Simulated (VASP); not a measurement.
# SrO (I4/mmm) in VASP: a series of runs

Runs on SrO. Level: PBE. Tasks: single point.

Program: VASP 6.6.1. These are calculated values, not measurements. Logs are shortened: lines on timing, memory, paths and dates and some standing lists are left out, and cuts for length are marked.

### 1 The cell of the first run

It takes space group I4/mmm (No. 139, tetragonal). The conventional cell has a = 3.453 Å, b = 3.453 Å, c = 5.140 Å, α = 90.00°, β = 90.00°, γ = 90.00°. Sr (site symmetry 4/mmm) has 6 O at 2.44 to 2.57 Å within 3.2 Å. O (site symmetry 4/mmm) has 6 Sr at 2.44 to 2.57 Å within 3.2 Å.

### 2 Single point, PBE (strain -0.050 along x and y, +0.000 along z)

The input, INCAR:

```
SYSTEM = SrO
PREC = Accurate
ENCUT = 520
EDIFF = 1E-6
ISMEAR = 0
SIGMA = 0.05
LREAL = .False.
LASPH = .True.
NELM = 60
ALGO = Normal
ISIF = 2
LWAVE = .False.
LCHARG = .False.
GGA = PE
NBANDS = 15
```

The input, KPOINTS:

```
regular mesh
0
Gamma
  8 8 8
  0 0 0
```

The input, POSCAR:

```
SrO
1.0
    0.0000000000      2.4413100000      2.5698000000
    2.4413100000      0.0000000000      2.5698000000
    2.4413100000      2.4413100000      0.0000000000
Sr O
1 1
Direct
    0.0000000000      0.0000000000      0.0000000000
    0.5000000000      0.5000000000      0.5000000000
```

Potentials or basis: VASP PAW PBE potentials, release 64 (Sr_sv, O).

Run with:

```
cat potpaw_PBE.64/Sr_sv/POTCAR potpaw_PBE.64/O/POTCAR > POTCAR
mpirun -np 1 vasp_std > vasp.out
```

OUTCAR:

```text
SYSTEM = SrO
   PREC = Accurate
   ENCUT = 520
   EDIFF = 1E-6
   ISMEAR = 0
   LREAL = .False.
   LASPH = .True.
   NELM = 60
   ISIF = 2
   GGA = PE

 ion  position               nearest neighbor table
   1  0.000  0.000  0.000-   2 2.44   2 2.44   2 2.44   2 2.44   2 2.57   2 2.57
   2  0.500  0.500  0.500-   1 2.44   1 2.44   1 2.44   1 2.44   1 2.57   1 2.57

  LATTYP: Found a body centered tetragonal cell.
 ALAT       =     3.4525337120
 C/A-ratio  =     1.4886458551

  Lattice vectors:

 A1 = (  -2.4413100000,   0.0000000000,   2.5698000000)
 A2 = (   2.4413100000,   0.0000000000,   2.5698000000)
 A3 = (   0.0000000000,   2.4413100000,  -2.5698000000)

Analysis of symmetry for initial positions (statically):
=====================================================================
 Subroutine PRICEL returns:
 Original cell was already a primitive cell.

 Routine SETGRP: Setting up the symmetry group for a
 body centered tetragonal supercell.

 Subroutine GETGRP returns: Found 16 space group operations
 (whereof 16 operations were pure point group operations)
 out of a pool of 16 trial point group operations.

The static configuration has the point symmetry D_4h.

Analysis of symmetry for dynamics (positions and initial velocities):
=====================================================================
 Subroutine PRICEL returns:
 Original cell was already a primitive cell.

 Routine SETGRP: Setting up the symmetry group for a
 body centered tetragonal supercell.

 Subroutine GETGRP returns: Found 16 space group operations
 (whereof 16 operations were pure point group operations)
 out of a pool of 16 trial point group operations.

The dynamic configuration has the point symmetry D_4h.

 Subroutine INISYM returns: Found 16 space group operations
 (whereof 16 operations are pure point group operations),
 and found     1 'primitive' translations

----------------------------------------------------------------------------------------

                                     Primitive cell

  volume of cell :      30.6320

  direct lattice vectors                    reciprocal lattice vectors
     0.000000000  2.441310000  2.569800000    -0.204808074  0.204808074  0.194567671
     2.441310000  0.000000000  2.569800000     0.204808074 -0.204808074  0.194567671
     2.441310000  2.441310000  0.000000000     0.204808074  0.204808074 -0.194567671

  length of vectors
     3.544554493  3.544554493  3.452533712     0.348925885  0.348925885  0.348925885

  position of ions in fractional coordinates (direct lattice)
     0.000000000  0.000000000  0.000000000
     0.500000000  0.500000000  0.500000000

  ion indices of the primitive-cell ions
   primitive index   ion index
                 1           1
                 2           2

----------------------------------------------------------------------------------------

 KPOINTS: regular mesh

Automatic generation of k-mesh.
 Grid dimensions read from file:
 generate k-points for:    8    8    8

 Generating k-lattice:

  Cartesian coordinates                     Fractional coordinates (reciprocal lattice)
    -0.025601009  0.025601009  0.024320959     0.125000000 -0.000000000  0.000000000
     0.025601009 -0.025601009  0.024320959    -0.000000000  0.125000000  0.000000000
     0.025601009  0.025601009 -0.024320959     0.000000000  0.000000000  0.125000000

  Length of vectors
     0.043615736  0.043615736  0.043615736

  Shift w.r.t. Gamma in fractional coordinates (k-lattice)
     0.000000000  0.000000000  0.000000000

 Subroutine IBZKPT returns following result:
 ===========================================

 Found     59 irreducible k-points:

 Following reciprocal coordinates:
            Coordinates               Weight
  0.000000  0.000000  0.000000      1.000000
  0.125000 -0.000000  0.000000      8.000000
  0.250000 -0.000000  0.000000      8.000000
  0.375000 -0.000000  0.000000      8.000000
  0.500000 -0.000000  0.000000      4.000000
  0.125000  0.125000  0.000000      2.000000
[... 16 lines left out ...]
  0.250000 -0.000000  0.125000     16.000000
  0.375000 -0.000000  0.125000     16.000000
 [... further k-points ...]
   k-points           NKPTS =     59   k-points in BZ     NKDIM =     59   number of bands    NBANDS=     15
   number of dos      NEDOS =    301   number of ions     NIONS =      2
   total plane-waves  NPLWV =  21952
   dimension x,y,z NGX =    28 NGY =   28 NGZ =   28
   dimension x,y,z NGXF=    56 NGYF=   56 NGZF=   56
   ions per type =               1   1
   NGX,Y,Z   is equivalent  to a cutoff of  13.13, 13.13, 13.48 a.u.
   NGXF,Y,Z  is equivalent  to a cutoff of  26.27, 26.27, 26.97 a.u.
 SYSTEM =  SrO
   PREC   = accura    normal or accurate (medium, high low for compatibility)
   ISTART =      0    job   : 0-new  1-cont  2-samecut
   ICHARG =      2    charge: 1-file 2-atom 10-const
   ISPIN  =      1    spin polarized calculation?
   LNONCOLLINEAR =      F non collinear calculations
   LSORBIT =      F    spin-orbit coupling
   LASPH  =      T    aspherical Exc in radial PAW
   ENCUT  =  520.0 eV  38.22 Ry    6.18 a.u.   6.59  6.59  6.42*2*pi/ulx,y,z
   NELM   =     60;   NELMIN=  2; NELMDL= -5     # of ELM steps
   EDIFF  = 0.1E-05   stopping-criterion for ELM
   LREAL  =      F    real-space projection
   EDIFFG = 0.1E-04   stopping-criterion for IOM
   NSW    =      0    number of steps for IOM
   IBRION =     -1    ionic relax: 0-MD 1-quasi-New 2-CG
   NFREE  =      0    steps in history (QN), initial steepest desc. (CG)
   ISIF   =      2    stress and relaxation
   ISYM   =      2    0-nonsym 1-usesym 2-fastsym
   POTIM  = 0.5000    time-step for ionic-motion
   TEBEG  =    0.0;   TEEND  =   0.0 temperature during run
   PSTRESS=    0.0 pullay stress
   NELECT =      16.0000    total number of electrons
   NUPDOWN=      -1.0000    fix difference up-down
   EMIN   =  10.00;   EMAX   =-10.00  energy-range for DOS
   EFERMI =   0.00;   METHOD = LEGACY
   ISMEAR =     0;   SIGMA  =   0.05  broadening in eV -4-tet -1-fermi 0-gaus
   EFERMI_NEDOS =   21; number of points for ismear=-14 and -15
   IALGO  =     38    algorithm
   IMIX   =      4    mixing-type and parameters
     AMIX     =   0.40;   BMIX     =  1.00
     AMIX_MAG =   1.60;   BMIX_MAG =  1.00
  volume/ion in A,a.u.               =      15.32       103.36
  Fermi-wavevector in a.u.,A,eV,Ry     =   1.318428  2.491468 23.650361  1.738253
  Thomas-Fermi vector in A             =   2.448399
   LORBIT       =      0    0 simple, 1 ext, 2 COOP (PROOUT), +10 PAW based schemes
   GGA     = PE    functional components
   LHFCALC =     F    Hartree Fock is set to
   AEXX    =    0.0000 exact exchange contribution
   IVDW    =     0    specifies the selected vdW correction
   LEPSILON=     F    determine dielectric tensor
   LRPA    =     F    only Hartree local field effects (RPA)
 non-spin polarized calculation
 Gauss-broadening in eV      SIGMA  =   0.05
  energy-cutoff  :      520.00
  volume of cell :       30.63
 maximum number of plane-waves:       847
 NGX is ok and might be reduce to    28
   NGX = 13   NGY = 13   NGZ = 13

 number of electron      16.0000002 magnetization

 Free energy of the ion-electron system (eV)
  ---------------------------------------------------
  ext. energy  EPLUGINS =         0.00000000
  ---------------------------------------------------
  free energy    TOTEN  =       -11.80550496 eV

  energy without entropy =      -11.80550496  energy(sigma->0) =      -11.80550496

 E-fermi :   2.5714     XC(G=0): -10.5240

 val. band max:        2.3155431342   @ k =   0.5000   0.0000   0.5000
 cond. band min:       5.3164425926   @ k =   0.5000   0.0000   0.5000
 fundamental gap:      3.0008994584
 Fermi energy:         2.5714303633

 k-point     1 :       0.0000    0.0000    0.0000
  band No.  band energies     occupation
      1     -29.8585      2.00000
      2     -13.0350      2.00000
      3     -11.3836      2.00000
      4     -11.3574      2.00000
      5     -11.3574      2.00000
      6       2.0371      2.00000
      7       2.2760      2.00000
      8       2.2760      2.00000
      9       6.8648      0.00000
     10       8.3374      0.00000
     11       8.7777      0.00000
     12       8.7777      0.00000
     13      10.7913      0.00000
     14      11.4093      0.00000
     15      15.4307      0.00000

 k-point     2 :       0.1250   -0.0000    0.0000
  band No.  band energies     occupation
      1     -29.8271      2.00000
      2     -13.4258      2.00000
      3     -11.4043      2.00000
      4     -11.3634      2.00000
      5     -11.0405      2.00000
      6       1.6745      2.00000
      7       1.9294      2.00000
      8       2.0189      2.00000
      9       7.5860      0.00000
     10       8.4297      0.00000
     11       8.8975      0.00000
     12       9.1025      0.00000
     13      11.2723      0.00000
     14      11.9115      0.00000
     15      16.5439      0.00000

 k-point     3 :       0.2500   -0.0000    0.0000
  band No.  band energies     occupation
      1     -29.7499      2.00000
      2     -14.0957      2.00000
      3     -11.4650      2.00000
      4     -11.3771      2.00000
      5     -10.5363      2.00000
      6       0.8074      2.00000
      7       1.4037      2.00000
      8       1.4709      2.00000
      9       8.4798      0.00000
     10       9.1773      0.00000
     11       9.8378      0.00000
     12       9.9944      0.00000
     13      12.4590      0.00000
     14      13.1367      0.00000
     15      18.8188      0.00000
[... 343 lines left out ...]
 k-point    23 :       0.2500   -0.0000    0.1250
  band No.  band energies     occupation
      1     -29.7513      2.00000
      2     -13.9629      2.00000
      3     -11.5291      2.00000
      4     -11.4885      2.00000
      5     -10.5764      2.00000
      6       0.7697      2.00000
      7       1.6455      2.00000
      8       1.8944      2.00000
      9       7.6055      0.00000
     10       8.5613      0.00000
     11      10.1172      0.00000
     12      10.4097      0.00000
     13      11.9283      0.00000
     14      13.4611      0.00000
     15      18.8719      0.00000

 k-point    24 :       0.3750   -0.0000    0.1250
  band No.  band energies     occupation
      1     -29.6734      2.00000
      2     -14.4213      2.00000
      3     -11.5891      2.00000
      4     -11.5088      2.00000
      5     -10.3807      2.00000
      6       0.3883      2.00000
      7       1.1498      2.00000
      8       1.3933      2.00000
      9       8.0048      0.00000
     10       9.8717      0.00000
     11      11.2772      0.00000
     12      11.4940      0.00000
     13      13.3607      0.00000
     14      14.4626      0.00000
     15      19.3003      0.00000

 [... further k-points ...]
[... 5 lines left out ...]
  --------------------------------------------------------------------------------------
  -------------------------------------------------------------------------------------
  Total        4.0163364      4.0163364      1.7898948      0.0000000      0.0000000     -0.0000000
  in kB      210.0707027    210.0707027     93.6187652      0.0000000      0.0000000     -0.0000000
  external PRESSURE =     171.2533902 kB  Pullay stress =       0.0000000 kB

 VOLUME and BASIS-vectors are now :
 -----------------------------------------------------------------------------
  energy-cutoff  :      520.00
  volume of cell :       30.63
      direct lattice vectors                 reciprocal lattice vectors
     0.000000000  2.441310000  2.569800000    -0.204808074  0.204808074  0.194567671
     2.441310000  0.000000000  2.569800000     0.204808074 -0.204808074  0.194567671
     2.441310000  2.441310000  0.000000000     0.204808074  0.204808074 -0.194567671

 POSITION                                       TOTAL-FORCE (eV/Angst)
 -----------------------------------------------------------------------------------
      0.00000      0.00000      0.00000         0.000000     -0.000000     -0.000000
      2.44131      2.44131      2.56980         0.000000      0.000000      0.000000
 -----------------------------------------------------------------------------------
    total drift:                                0.000000      0.000000      0.000000

  FREE ENERGIE OF THE ION-ELECTRON SYSTEM (eV)
  ---------------------------------------------------
  free  energy   TOTEN  =       -11.8055049560 eV

  energy  without entropy=      -11.8055049560  energy(sigma->0) =      -11.80550496
```

It used 22 s of CPU time on 1 thread of Intel Xeon 6975P-C (shared host).

Results:

```yaml
Free_energy: -11.8055 eV
Pressure: 17.1 GPa
Band_gap_on_the_k_mesh: 3.00 eV, direct
```

Levels at points of the mesh, in eV from the valence-band top:
| k point | band 5 | band 6 | band 7 | band 8 | band 9 | band 10 | band 11 | band 12 |
| --- | --- | --- | --- | --- | --- | --- | --- | --- |
| (0.00, 0.00, 0.00) | -13.67 | -0.28 | -0.04 | -0.04 | 4.55 | 6.02 | 6.46 | 6.46 |
| (0.50, 0.00, 0.00) | -12.37 | -2.50 | -1.50 | -1.50 | 6.87 | 9.17 | 9.32 | 9.38 |
| (0.50, 0.50, 0.00) | -14.11 | -0.58 | -0.04 | -0.04 | 3.18 | 8.52 | 10.79 | 11.10 |
| (0.50, 0.00, 0.50) | -14.17 | -0.31 | -0.20 | 0.00 | 3.00 | 8.45 | 10.81 | 11.25 |

Caveat: the cell differs from its parent crystal (strain -0.050 along x and y, +0.000 along z).

### 3 Single point, PBE (strain -0.025 along x and y, -0.050 along z)

The input, INCAR:

```
PREC = Accurate
ENCUT = 520
EDIFF = 1E-6
ISMEAR = 0
SIGMA = 0.05
LREAL = False
LASPH = True
NELM = 100
ALGO = Normal
ISIF = 2
LWAVE = False
LCHARG = False
GGA = PE
NBANDS = 15
```

The input, KPOINTS:

```
regular mesh
0
Gamma
  8 8 8
```

The input, POSCAR:

```
SrO
1.0
    0.0000000000      2.5055550000      2.4413100000
    2.5055550000      0.0000000000      2.4413100000
    2.5055550000      2.5055550000      0.0000000000
Sr O
1 1
Direct
    0.0000000000      0.0000000000      0.0000000000
    0.5000000000      0.5000000000      0.5000000000
```

Potentials or basis: VASP PAW PBE potentials, release 64 (Sr_sv, O).

Run with:

```
cat potpaw_PBE.64/Sr_sv/POTCAR potpaw_PBE.64/O/POTCAR > POTCAR
mpirun -np 1 vasp_std > vasp.out
```

Wall time 32 s (1 thread of Intel Xeon 6975P-C, shared host); peak memory 0.17 GiB.

It converged, with:

- Free energy: -11.8357 eV
- Pressure: 16.5 GPa
- Band gap on the k mesh: 3.00 eV, indirect (least direct gap 3.11 eV)

Stress tensor (GPa, compression positive):
```
14.30  0.00  0.00
 0.00 14.30  0.00
 0.00  0.00 20.81
```

Levels at points of the mesh, in eV from the valence-band top:
| k point | band 4 | band 5 | band 6 | band 7 | band 8 | band 9 | band 10 | band 11 | band 12 | band 13 |
| --- | --- | --- | --- | --- | --- | --- | --- | --- | --- | --- |
| (0.00, 0.00, 0.00) | -13.67 | -13.67 | -0.15 | -0.15 | -0.01 | 4.64 | 6.25 | 6.25 | 6.46 | 8.53 |
| (0.50, 0.00, 0.00) | -13.74 | -12.40 | -2.48 | -1.47 | -1.47 | 6.90 | 9.20 | 9.33 | 9.37 | 12.69 |
| (0.50, 0.50, 0.00) | -14.21 | -14.21 | -0.19 | -0.15 | -0.15 | 3.00 | 8.54 | 10.75 | 11.29 | 11.84 |
| (0.50, 0.00, 0.50) | -14.19 | -14.12 | -0.39 | -0.17 | 0.00 | 3.11 | 8.50 | 10.79 | 11.21 | 11.66 |

Caveat: the cell differs from its parent crystal (strain -0.025 along x and y, -0.050 along z).

### 4 Single point, PBE (strain -0.025 along x and y, +0.000 along z)

The input, INCAR:

```
SYSTEM = SrO
PREC = Accurate ; ENCUT = 520
EDIFF = 1E-6 ; ISMEAR = 0
SIGMA = 0.05 ; LREAL = .False.
LASPH = .True. ; NELM = 100
ALGO = Normal ; ISIF = 2
LWAVE = .False. ; LCHARG = .False.
GGA = PE ; NBANDS = 15
```

The input, KPOINTS:

```
Automatic mesh
0
Gamma
  8 8 8
  0 0 0
```

The input, POSCAR:

```
SrO
1.0
    0.0000000000      2.5055550000      2.5698000000
    2.5055550000      0.0000000000      2.5698000000
    2.5055550000      2.5055550000      0.0000000000
Sr O
1 1
Direct
    0.0000000000      0.0000000000      0.0000000000
    0.5000000000      0.5000000000      0.5000000000
```

Run with:

```
cat potpaw_PBE.64/Sr_sv/POTCAR potpaw_PBE.64/O/POTCAR > POTCAR
mpirun -np 1 vasp_std > vasp.out
```

It took 23 s on 1 thread of Intel Xeon 6975P-C, shared host; peak memory 0.17 GiB.

It converged, with:

```yaml
Free_energy: -11.9662 eV
Pressure: 9.3 GPa
Band_gap_on_the_k_mesh: 3.16 eV, indirect (least direct gap 3.20 eV)
```

Stress tensor (GPa, compression positive):
```
10.87  0.00  0.00
 0.00 10.87  0.00
 0.00  0.00  6.28
```

Levels at points of the mesh, in eV from the valence-band top:
```csv
k point,band 4,band 5,band 6,band 7,band 8,band 9,band 10,band 11,band 12,band 13
"(0.00, 0.00, 0.00)",-13.82,-13.82,-0.10,0.00,0.00,4.31,6.15,6.36,6.36,8.42
"(0.50, 0.00, 0.00)",-13.89,-12.60,-2.31,-1.28,-1.28,6.74,8.84,9.10,9.14,12.24
"(0.50, 0.50, 0.00)",-14.22,-14.22,-0.48,-0.05,-0.05,3.26,8.17,10.50,10.76,11.48
"(0.50, 0.00, 0.50)",-14.30,-14.25,-0.31,-0.17,-0.04,3.16,8.16,10.49,10.85,11.31
```

Caveat: the cell differs from its parent crystal (strain -0.025 along x and y, +0.000 along z).

### 5 The runs side by side

```tsv
cell	gap on the mesh (eV)	pressure (GPa)
a = 3.545, b = 3.545, c = 3.453 Å, angles 60.9, 60.9, 58.3°, 2 atoms	3.00	17.1
a = 3.498, b = 3.498, c = 3.543 Å, angles 59.6, 59.6, 60.9°, 2 atoms	3.00	16.5
a = 3.589, b = 3.589, c = 3.543 Å, angles 60.4, 60.4, 59.2°, 2 atoms	3.16	9.3
```

Alike in all rows: task single point; level PBE; potentials or basis VASP PAW PBE potentials, release 64 (Sr_sv, O); no spin polarisation; k mesh 8 × 8 × 8; cutoff (eV) 520; smearing gaussian 0.05 eV.

Total energies depend on the potentials used, so only differences within one code and one set of settings carry meaning.
